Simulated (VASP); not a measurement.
# BiIr (rocksalt type) in VASP: a series of runs

The runs below take BiIr (rocksalt type) through single point, relaxation of cell and atoms, with PBE.

Program: VASP 6.6.1. These are calculated values, not measurements. Logs are shortened: lines on timing, memory, paths and dates and some standing lists are left out, and cuts for length are marked.

## (1) The cell of the first run

The structure is trigonal, space group R-3m (No. 166). Conventional cell: a = 3.938 Å, b = 3.938 Å, c = 9.938 Å, α = 90.00°, β = 90.00°, γ = 120.00°. Within 3.7 Å of Ir (site symmetry -3m) lie 6 Bi at 2.81 Å. Bi (site symmetry -3m) has 6 Ir at 2.81 Å within 3.7 Å.

## (2) Single point, PBE (equal xy, yz and zx shear strains of +2 %)

Contents of INCAR:

```
ALGO = Normal
EDIFF = 1E-6
ENCUT = 520
GGA = PE
ISIF = 2
ISMEAR = -1
LASPH = T
LCHARG = F
LREAL = F
LWAVE = F
NBANDS = 19
NELM = 100
PREC = Accurate
SIGMA = 0.08
```

Contents of KPOINTS:

```
k-points
0
Gamma
  12 12 12
```

Contents of POSCAR:

```
BiIr
1.0
    0.0562507494      2.8406628450      2.8406628450
    2.8406628450      0.0562507494      2.8406628450
    2.8406628450      2.8406628450      0.0562507494
Ir Bi
1 1
Direct
    0.0000000000      0.0000000000      0.0000000000
    0.5000000000      0.5000000000      0.5000000000
```

Potentials or basis: VASP PAW PBE potentials, release 64 (Ir, Bi_d).

Launch:

```console
cat potpaw_PBE.64/Ir/POTCAR potpaw_PBE.64/Bi_d/POTCAR > POTCAR
mpirun -np 1 vasp_std > vasp.out
```

OUTCAR:

```text
EDIFF = 1E-6
   ENCUT = 520
   GGA = PE
   ISIF = 2
   ISMEAR = -1
   LASPH = T
   LREAL = F
   NELM = 100
   PREC = Accurate

 ion  position               nearest neighbor table
   1  0.000  0.000  0.000-   2 2.81   2 2.81   2 2.81   2 2.81   2 2.81   2 2.81
   2  0.500  0.500  0.500-   1 2.81   1 2.81   1 2.81   1 2.81   1 2.81   1 2.81

  LATTYP: Found a trigonal (rhomboedric) cell.
 ALAT       =     4.0176977169
 COS(alpha) =     0.5197000882

  Lattice vectors:

 A1 = (   0.0562507494,   2.8406628450,   2.8406628450)
 A2 = (   2.8406628450,   0.0562507494,   2.8406628450)
 A3 = (   2.8406628450,   2.8406628450,   0.0562507494)

Analysis of symmetry for initial positions (statically):
=====================================================================
 Subroutine PRICEL returns:
 Original cell was already a primitive cell.

 Routine SETGRP: Setting up the symmetry group for a
 trigonal (rhombohedral) supercell.

 Subroutine GETGRP returns: Found 12 space group operations
 (whereof 12 operations were pure point group operations)
 out of a pool of 12 trial point group operations.

The static configuration has the point symmetry D_3d.

Analysis of symmetry for dynamics (positions and initial velocities):
=====================================================================
 Subroutine PRICEL returns:
 Original cell was already a primitive cell.

 Routine SETGRP: Setting up the symmetry group for a
 trigonal (rhombohedral) supercell.

 Subroutine GETGRP returns: Found 12 space group operations
 (whereof 12 operations were pure point group operations)
 out of a pool of 12 trial point group operations.

The dynamic configuration has the point symmetry D_3d.

 Subroutine INISYM returns: Found 12 space group operations
 (whereof 12 operations are pure point group operations),
 and found     1 'primitive' translations

----------------------------------------------------------------------------------------

                                     Primitive cell

  volume of cell :      44.4831

  direct lattice vectors                    reciprocal lattice vectors
     0.056250749  2.840662845  2.840662845    -0.181331622  0.177810619  0.177810619
     2.840662845  0.056250749  2.840662845     0.177810619 -0.181331622  0.177810619
     2.840662845  2.840662845  0.056250749     0.177810619  0.177810619 -0.181331622

  length of vectors
     4.017697717  4.017697717  4.017697717     0.310023208  0.310023208  0.310023208

  position of ions in fractional coordinates (direct lattice)
     0.000000000  0.000000000  0.000000000
     0.500000000  0.500000000  0.500000000

  ion indices of the primitive-cell ions
   primitive index   ion index
                 1           1
                 2           2

----------------------------------------------------------------------------------------

 KPOINTS: k-points

Automatic generation of k-mesh.
 Grid dimensions read from file:
 generate k-points for:   12   12   12

 Generating k-lattice:

  Cartesian coordinates                     Fractional coordinates (reciprocal lattice)
    -0.015110968  0.014817552  0.014817552     0.083333333  0.000000000  0.000000000
     0.014817552 -0.015110968  0.014817552     0.000000000  0.083333333  0.000000000
     0.014817552  0.014817552 -0.015110968     0.000000000  0.000000000  0.083333333

  Length of vectors
     0.025835267  0.025835267  0.025835267

  Shift w.r.t. Gamma in fractional coordinates (k-lattice)
     0.000000000  0.000000000  0.000000000

 Subroutine IBZKPT returns following result:
 ===========================================

 Found    189 irreducible k-points:

 Following reciprocal coordinates:
            Coordinates               Weight
  0.000000  0.000000  0.000000      1.000000
  0.083333  0.000000  0.000000      6.000000
  0.166667  0.000000  0.000000      6.000000
  0.250000 -0.000000 -0.000000      6.000000
  0.333333  0.000000  0.000000      6.000000
  0.416667  0.000000  0.000000      6.000000
[... 16 lines left out ...]
  0.500000  0.166667  0.000000     12.000000
 -0.416667  0.166667 -0.000000     12.000000
 [... further k-points ...]
   k-points           NKPTS =    189   k-points in BZ     NKDIM =    189   number of bands    NBANDS=     19
   number of dos      NEDOS =    301   number of ions     NIONS =      2
   total plane-waves  NPLWV =  27000
   dimension x,y,z NGX =    30 NGY =   30 NGZ =   30
   dimension x,y,z NGXF=    60 NGYF=   60 NGZF=   60
   ions per type =               1   1
   NGX,Y,Z   is equivalent  to a cutoff of  12.41, 12.41, 12.41 a.u.
   NGXF,Y,Z  is equivalent  to a cutoff of  24.83, 24.83, 24.83 a.u.
 SYSTEM =  unknown system
   PREC   = accura    normal or accurate (medium, high low for compatibility)
   ISTART =      0    job   : 0-new  1-cont  2-samecut
   ICHARG =      2    charge: 1-file 2-atom 10-const
   ISPIN  =      1    spin polarized calculation?
   LNONCOLLINEAR =      F non collinear calculations
   LSORBIT =      F    spin-orbit coupling
   LASPH  =      T    aspherical Exc in radial PAW
   ENCUT  =  520.0 eV  38.22 Ry    6.18 a.u.   7.47  7.47  7.47*2*pi/ulx,y,z
   NELM   =    100;   NELMIN=  2; NELMDL= -5     # of ELM steps
   EDIFF  = 0.1E-05   stopping-criterion for ELM
   LREAL  =      F    real-space projection
   EDIFFG = 0.1E-04   stopping-criterion for IOM
   NSW    =      0    number of steps for IOM
   IBRION =     -1    ionic relax: 0-MD 1-quasi-New 2-CG
   NFREE  =      0    steps in history (QN), initial steepest desc. (CG)
   ISIF   =      2    stress and relaxation
   ISYM   =      2    0-nonsym 1-usesym 2-fastsym
   POTIM  = 0.5000    time-step for ionic-motion
   TEBEG  =    0.0;   TEEND  =   0.0 temperature during run
   PSTRESS=    0.0 pullay stress
   NELECT =      24.0000    total number of electrons
   NUPDOWN=      -1.0000    fix difference up-down
   EMIN   =  10.00;   EMAX   =-10.00  energy-range for DOS
   EFERMI =   0.00;   METHOD = LEGACY
   ISMEAR =    -1;   SIGMA  =   0.08  broadening in eV -4-tet -1-fermi 0-gaus
   EFERMI_NEDOS =   21; number of points for ismear=-14 and -15
   IALGO  =     38    algorithm
   IMIX   =      4    mixing-type and parameters
     AMIX     =   0.40;   BMIX     =  1.00
     AMIX_MAG =   1.60;   BMIX_MAG =  1.00
  volume/ion in A,a.u.               =      22.24       150.09
  Fermi-wavevector in a.u.,A,eV,Ry     =   1.332744  2.518521 24.166758  1.776207
  Thomas-Fermi vector in A             =   2.461655
   LORBIT       =      0    0 simple, 1 ext, 2 COOP (PROOUT), +10 PAW based schemes
   GGA     = PE    functional components
   LHFCALC =     F    Hartree Fock is set to
   AEXX    =    0.0000 exact exchange contribution
   IVDW    =     0    specifies the selected vdW correction
   LEPSILON=     F    determine dielectric tensor
   LRPA    =     F    only Hartree local field effects (RPA)
 non-spin polarized calculation
  energy-cutoff  :      520.00
  volume of cell :       44.48
 maximum number of plane-waves:      1231
 NGX is ok and might be reduce to    30
   NGX = 15   NGY = 15   NGZ = 15

 number of electron      24.0000005 magnetization

 Free energy of the ion-electron system (eV)
  ---------------------------------------------------
  ext. energy  EPLUGINS =         0.00000000
  ---------------------------------------------------
  free energy    TOTEN  =       -11.71144174 eV

  energy without entropy =      -11.68566138  energy(sigma->0) =      -11.69855156

 E-fermi :   8.0623     XC(G=0): -11.5426

 val. band max:        8.0498568345   @ k =   0.4167   0.4167   0.0000
 cond. band min:       8.0703703985   @ k =  -0.3333   0.3333   0.0000
 fundamental gap:      0.0205135640
 Fermi energy:         8.0623425135

 k-point     1 :       0.0000    0.0000    0.0000
  band No.  band energies     occupation
      1     -14.6251      2.00000
      2     -14.6251      2.00000
      3     -14.5687      2.00000
      4     -14.5687      2.00000
      5     -14.5671      2.00000
      6      -4.7787      2.00000
[... 11 lines left out ...]
     18      18.8183      0.00000
     19      18.8183      0.00000

 k-point     2 :       0.0833    0.0000    0.0000
  band No.  band energies     occupation
      1     -14.6230      2.00000
      2     -14.6223      2.00000
      3     -14.5678      2.00000
      4     -14.5665      2.00000
      5     -14.5647      2.00000
      6      -4.6827      2.00000
[... 11 lines left out ...]
     18      18.2846      0.00000
     19      18.4733      0.00000

 k-point     3 :       0.1667    0.0000    0.0000
  band No.  band energies     occupation
      1     -14.6176      2.00000
      2     -14.6152      2.00000
      3     -14.5654      2.00000
      4     -14.5602      2.00000
      5     -14.5578      2.00000
      6      -4.4008      2.00000
[... 11 lines left out ...]
     18      17.4969      0.00000
     19      17.6966      0.00000

 k-point     4 :       0.2500   -0.0000   -0.0000
  band No.  band energies     occupation
      1     -14.6109      2.00000
      2     -14.6065      2.00000
      3     -14.5622      2.00000
      4     -14.5506      2.00000
      5     -14.5476      2.00000
      6      -3.9555      2.00000
[... 11 lines left out ...]
     18      16.9187      0.00000
     19      17.4399      0.00000

 k-point     5 :       0.3333    0.0000    0.0000
  band No.  band energies     occupation
      1     -14.6050      2.00000
      2     -14.5989      2.00000
      3     -14.5589      2.00000
      4     -14.5397      2.00000
      5     -14.5366      2.00000
      6      -3.4015      2.00000
[... 11 lines left out ...]
     18      17.1973      0.00000
     19      18.9644      0.00000
[... 334 lines left out ...]
      2     -14.6053      2.00000
      3     -14.5705      2.00000
      4     -14.5404      2.00000
      5     -14.5331      2.00000
      6      -3.5746      2.00000
[... 11 lines left out ...]
     18      18.0311      0.00000
     19      19.7885      0.00000

 k-point    22 :       0.4167    0.1667    0.0000
  band No.  band energies     occupation
      1     -14.6051      2.00000
      2     -14.6005      2.00000
      3     -14.5630      2.00000
      4     -14.5364      2.00000
      5     -14.5256      2.00000
      6      -3.0958      2.00000
[... 11 lines left out ...]
     18      18.4909      0.00000
     19      19.8133      0.00000

 k-point    23 :       0.5000    0.1667    0.0000
  band No.  band energies     occupation
      1     -14.6043      2.00000
      2     -14.5957      2.00000
      3     -14.5549      2.00000
      4     -14.5348      2.00000
      5     -14.5224      2.00000
      6      -2.7103      2.00000
[... 11 lines left out ...]
     18      19.4255      0.00000
     19      19.8108      0.00000

 k-point    24 :      -0.4167    0.1667   -0.0000
  band No.  band energies     occupation
      1     -14.6053      2.00000
      2     -14.5926      2.00000
      3     -14.5510      2.00000
      4     -14.5341      2.00000
      5     -14.5246      2.00000
      6      -2.6212      2.00000
[... 11 lines left out ...]
     18      19.2641      0.00000
     19      20.7646      0.00000

 [... further k-points ...]
[... 5 lines left out ...]
  --------------------------------------------------------------------------------------
  -------------------------------------------------------------------------------------
  Total        0.0247885      0.0247885      0.0247885     -0.0836681     -0.0836681     -0.0836681
  in kB        0.8928214      0.8928214      0.8928214     -3.0135276     -3.0135276     -3.0135276
  external PRESSURE =       0.8928214 kB  Pullay stress =       0.0000000 kB

 VOLUME and BASIS-vectors are now :
 -----------------------------------------------------------------------------
  energy-cutoff  :      520.00
  volume of cell :       44.48
      direct lattice vectors                 reciprocal lattice vectors
     0.056250749  2.840662845  2.840662845    -0.181331622  0.177810619  0.177810619
     2.840662845  0.056250749  2.840662845     0.177810619 -0.181331622  0.177810619
     2.840662845  2.840662845  0.056250749     0.177810619  0.177810619 -0.181331622

 POSITION                                       TOTAL-FORCE (eV/Angst)
 -----------------------------------------------------------------------------------
      0.00000      0.00000      0.00000        -0.000000      0.000000      0.000000
      2.86879      2.86879      2.86879         0.000000     -0.000000     -0.000000
 -----------------------------------------------------------------------------------
    total drift:                                0.000000      0.000000      0.000000

  FREE ENERGIE OF THE ION-ELECTRON SYSTEM (eV)
  ---------------------------------------------------
  free  energy   TOTEN  =       -11.7114417422 eV

  energy  without entropy=      -11.6856613839  energy(sigma->0) =      -11.69855156
```

Run time: 57 s. Hardware: 1 thread of Intel Xeon 6975P-C (Granite Rapids), shared host; peak memory 0.3 GiB.

What came out:

```yaml
Free_energy: -11.7114 eV
Pressure: 0.1 GPa
Band_gap_on_the_k_mesh: zero (bands 12 and 13 overlap by 2.41 eV)
```

Levels at points of the mesh, in eV from the Fermi level:
| k point | band 9 | band 10 | band 11 | band 12 | band 13 | band 14 | band 15 | band 16 |
| --- | --- | --- | --- | --- | --- | --- | --- | --- |
| (0.00, 0.00, 0.00) | -1.81 | -1.59 | -1.59 | 1.70 | 2.08 | 2.08 | 3.63 | 7.77 |
| (0.50, 0.00, 0.00) | -3.56 | -1.22 | -1.07 | -0.76 | 4.24 | 5.72 | 5.80 | 6.43 |
| (0.50, 0.50, 0.00) | -1.21 | -1.01 | -0.79 | -0.74 | -0.71 | -0.26 | 1.45 | 8.47 |
| (0.50, 0.50, 0.50) | -3.49 | -1.19 | -1.19 | -0.93 | 4.55 | 5.82 | 5.82 | 6.86 |

Caveat: the cell differs from its parent crystal (equal xy, yz and zx shear strains of +2 %); spin-orbit coupling is left out, which moves the levels of the heavy elements.

(Continued in part 2 of 2.)

The gap in the log of VASP goes by the Fermi energy; the results here count the filled bands.